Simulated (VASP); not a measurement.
# TaN (P6_3/mmc) in VASP: single point with PBE+U

Aim: the single point of TaN with PBE+U.

Everything below comes from runs of VASP 6.6.1. Logs are shortened: lines on timing, memory, paths and dates and some standing lists are left out, and cuts for length are marked.

## 1. The cell of the first run

It takes space group P6_3/mmc (No. 194, hexagonal). Conventional cell: a = 3.048 Å, b = 3.048 Å, c = 4.918 Å, α = 90.00°, β = 90.00°, γ = 120.00°. Ta (site symmetry -3m) has 6 N at 2.15 Å and 2 Ta at 2.46 Å within 2.8 Å. Within 2.8 Å of N (site symmetry -6m2) lie 6 Ta at 2.15 Å.

## 2. Single point, PBE+U, collinear spin, zero start

Input file INCAR:

```
  ALGO = Normal
  EDIFF = 1E-6
  ENCUT = 700
  GGA = PE
  GGA_COMPAT = F
  ISIF = 2
  ISMEAR = 0
  ISPIN = 2
  LASPH = T
  LCHARG = F
  LDAU = T
  LDAUJ = 0.9 0
  LDAUL = 2 -1
  LDAUPRINT = 1
  LDAUTYPE = 1
  LDAUU = 4 0
  LMAXMIX = 4
  LORBIT = 11
  LREAL = F
  LWAVE = F
  MAGMOM = 0 0 0 0
  NBANDS = 30
  NELM = 200
  PREC = Accurate
  SIGMA = 0.05
```

Input file KPOINTS:

```
k-points
0
Gamma
  7 7 4
```

Input file POSCAR:

```
TaN
1.0
    3.0480018400      0.0000000000      0.0000000000
   -1.5240009200      2.6396470300      0.0000000000
    0.0000000000      0.0000000000      4.9179997800
Ta N
2 2
Direct
    0.0000000000      0.0000000000      0.0000000000
    0.0000000000      0.0000000000      0.5000000000
    0.3333333333      0.6666666667      0.2500000000
    0.6666666667      0.3333333333      0.7500000000
```

Potentials or basis: VASP PAW PBE potentials, release 64 (Ta_sv_GW, N).

On the command line:

```bash
> cat potpaw_PBE.64/Ta_sv_GW/POTCAR potpaw_PBE.64/N/POTCAR > POTCAR
> mpirun -np 1 vasp_std > vasp.out
```

OUTCAR:

```text
EDIFF = 1E-6
   ENCUT = 700
   GGA = PE
   ISIF = 2
   ISMEAR = 0
   ISPIN = 2
   LASPH = T
   LORBIT = 11
   LREAL = F
   NELM = 200
   PREC = Accurate

 ion  position               nearest neighbor table
   1  0.000  0.000  0.000-   3 2.15   4 2.15   4 2.15   3 2.15   4 2.15   3 2.15   2 2.46   2 2.46

   2  0.000  0.000  0.500-   3 2.15   4 2.15   4 2.15   3 2.15   4 2.15   3 2.15   1 2.46   1 2.46

   3  0.333  0.667  0.250-   1 2.15   2 2.15   1 2.15   2 2.15   1 2.15   2 2.15
   4  0.667  0.333  0.750-   1 2.15   2 2.15   1 2.15   2 2.15   1 2.15   2 2.15

  LATTYP: Found a hexagonal cell.
 ALAT       =     3.0480018400
 C/A-ratio  =     1.6135160142

  Lattice vectors:

 A1 = (   3.0480018400,   0.0000000000,   0.0000000000)
 A2 = (  -1.5240009200,   2.6396470300,   0.0000000000)
 A3 = (   0.0000000000,   0.0000000000,   4.9179997800)

Analysis of symmetry for initial positions (statically):
=====================================================================
 Subroutine PRICEL returns:
 Original cell was already a primitive cell.

 Routine SETGRP: Setting up the symmetry group for a
 hexagonal supercell.

 Subroutine GETGRP returns: Found 24 space group operations
 (whereof 12 operations were pure point group operations)
 out of a pool of 24 trial point group operations.

The static configuration has the point symmetry D_3d.
 The point group associated with its full space group is D_6h.

Analysis of symmetry for dynamics (positions and initial velocities):
=====================================================================
 Subroutine PRICEL returns:
 Original cell was already a primitive cell.

 Routine SETGRP: Setting up the symmetry group for a
 hexagonal supercell.

 Subroutine GETGRP returns: Found 24 space group operations
 (whereof 12 operations were pure point group operations)
 out of a pool of 24 trial point group operations.

The dynamic configuration has the point symmetry D_3d.
 The point group associated with its full space group is D_6h.

Analysis of structural, dynamic, and magnetic symmetry:
=====================================================================
 Subroutine PRICEL returns:
 Original cell was already a primitive cell.

[... 218 lines left out ...]
  o =  0.2543  v =  0.0000 -0.9094 -0.0000 -0.0000  0.4158  0.0000  0.0000  0.0000  0.0000  0.0000      0.0000  0.0000  0.0000  0.0000  0.0000  0.0000  0.0000  0.0000  0.0000  0.0000
  o =  0.3708  v =  0.0000  0.0000  0.0000  0.0000  0.0000  0.0000 -0.0000  1.0000  0.0000  0.0000      0.0000  0.0000  0.0000  0.0000  0.0000  0.0000  0.0000  0.0000  0.0000  0.0000
  o =  0.3708  v = -0.0000  0.0000 -1.0000 -0.0000 -0.0000  0.0000  0.0000  0.0000  0.0000  0.0000      0.0000  0.0000  0.0000  0.0000  0.0000  0.0000  0.0000  0.0000  0.0000  0.0000

 number of electron      36.0000001 magnetization      -0.0000002

 Free energy of the ion-electron system (eV)
  ---------------------------------------------------
  ext. energy  EPLUGINS =         0.00000000
  ---------------------------------------------------
  free energy    TOTEN  =       -40.32853748 eV

  energy without entropy =      -40.32630795  energy(sigma->0) =      -40.32742271

 E-fermi :  14.9139     XC(G=0): -14.1230

 val. band max:       14.9121247245   @ k =   0.4286   0.1429   0.2500
 cond. band min:      14.9574550176   @ k =   0.1429   0.0000   0.0000
 fundamental gap:      0.0453302931
 Fermi energy:        14.9138781145

 spin component 1

 k-point     1 :       0.0000    0.0000    0.0000
  band No.  band energies     occupation
      1     -54.6778      1.00000
      2     -54.3752      1.00000
      3     -22.8778      1.00000
      4     -21.0238      1.00000
      5     -21.0238      1.00000
      6     -20.6522      1.00000
[... 781 lines left out ...]
     29      25.5156      0.00000
     30      25.5156      0.00000
 Fermi energy:        14.9138781145

 spin component 2

 k-point     1 :       0.0000    0.0000    0.0000
  band No.  band energies     occupation
      1     -54.6778      1.00000
      2     -54.3752      1.00000
      3     -22.8778      1.00000
      4     -21.0238      1.00000
      5     -21.0238      1.00000
      6     -20.6522      1.00000
[... 781 lines left out ...]
     29      25.5156      0.00000
     30      25.5156      0.00000

------------------------ aborting loop because EDIFF is reached ----------------------------------------

  FORCE on cell =-STRESS in cart. coord.  units (eV):
  Direction    XX          YY          ZZ          XY          YZ          ZX
  --------------------------------------------------------------------------------------
  -------------------------------------------------------------------------------------
  Total        9.7922932      9.7922932     33.4939291      0.0000000     -0.0000000     -0.0000000
  in kB      396.5020186    396.5020203   1356.2104649      0.0000000     -0.0000000     -0.0000000
  external PRESSURE =     716.4048346 kB  Pullay stress =       0.0000000 kB

 VOLUME and BASIS-vectors are now :
 -----------------------------------------------------------------------------
  energy-cutoff  :      700.00
  volume of cell :       39.57
      direct lattice vectors                 reciprocal lattice vectors
     3.048001840  0.000000000  0.000000000     0.328083791  0.189419265  0.000000000
    -1.524000920  2.639647030  0.000000000     0.000000000  0.378838530  0.000000000
     0.000000000  0.000000000  4.917999780     0.000000000  0.000000000  0.203334698

 POSITION                                       TOTAL-FORCE (eV/Angst)
 -----------------------------------------------------------------------------------
      0.00000      0.00000      0.00000        -0.000000     -0.000000     -0.000000
      0.00000      0.00000      2.45900         0.000000     -0.000000     -0.000000
     -0.00000      1.75976      1.22950        -0.000000      0.000000      0.000000
      1.52400      0.87988      3.68850         0.000000     -0.000000      0.000000
 -----------------------------------------------------------------------------------
    total drift:                                0.000000     -0.000000     -0.000000

  FREE ENERGIE OF THE ION-ELECTRON SYSTEM (eV)
  ---------------------------------------------------
  free  energy   TOTEN  =       -40.3285374793 eV

  energy  without entropy=      -40.3263079490  energy(sigma->0) =      -40.32742271

 total charge

# of ion       s       p       d       f       tot
--------------------------------------------------
    1        3.185   6.069   2.574   0.171  11.998
    2        3.185   6.069   2.574   0.171  11.998
    3        1.236   2.585   0.000   0.000   3.821
    4        1.236   2.585   0.000   0.000   3.821
--------------------------------------------------
tot          8.841  17.307   5.148   0.341  31.637

 magnetization (x)

# of ion       s       p       d       f       tot
--------------------------------------------------
    1       -0.000  -0.000  -0.000  -0.000  -0.000
    2       -0.000  -0.000  -0.000  -0.000  -0.000
    3        0.000  -0.000   0.000   0.000   0.000
    4        0.000  -0.000   0.000   0.000   0.000
--------------------------------------------------
tot         -0.000  -0.000  -0.000  -0.000  -0.000
```

stdout:

```text
POSCAR found type information on POSCAR TaN
 POSCAR found :  2 types and       4 ions
 scaLAPACK will be used
 LDA part: xc-table for (Slater+PW92), standard interpolation
 POSCAR, INCAR and KPOINTS ok, starting setup
 FFT: planning ... GRIDC
 FFT: planning ... GRID_SOFT
 FFT: planning ... GRID
 WAVECAR not read
 entering main loop
```

Run time: 2 min. Hardware: 1 thread of Intel Xeon Platinum 8259CL at 2.50GHz (Skylake/Cascade Lake), shared host; peak memory 0.25 GiB.

Results:

```yaml
Free_energy: -40.3285 eV
Pressure: 71.6 GPa
Band_gap_on_the_k_mesh: zero (filled and empty bands overlap)
Net_moment: 0.00 μB per cell
Valence_electrons_inside_the_program's_atomic_spheres: Ta 12.00; N 3.82
```

Eigenvalues of the final occupation matrices:
```
    site  spin  trace               eigenvalues
site 1 d     1   1.31  0.22 0.22 0.25 0.25 0.37
site 1 d     2   1.31  0.22 0.22 0.25 0.25 0.37
site 2 d     1   1.31  0.22 0.22 0.25 0.25 0.37
site 2 d     2   1.31  0.22 0.22 0.25 0.25 0.37
```

Caveat: the stress differs along the axes, from 40 to 136 GPa; spin-orbit coupling is left out, which moves the levels of the heavy elements.

The gap in the log of VASP goes by the Fermi energy; the results here count the filled bands.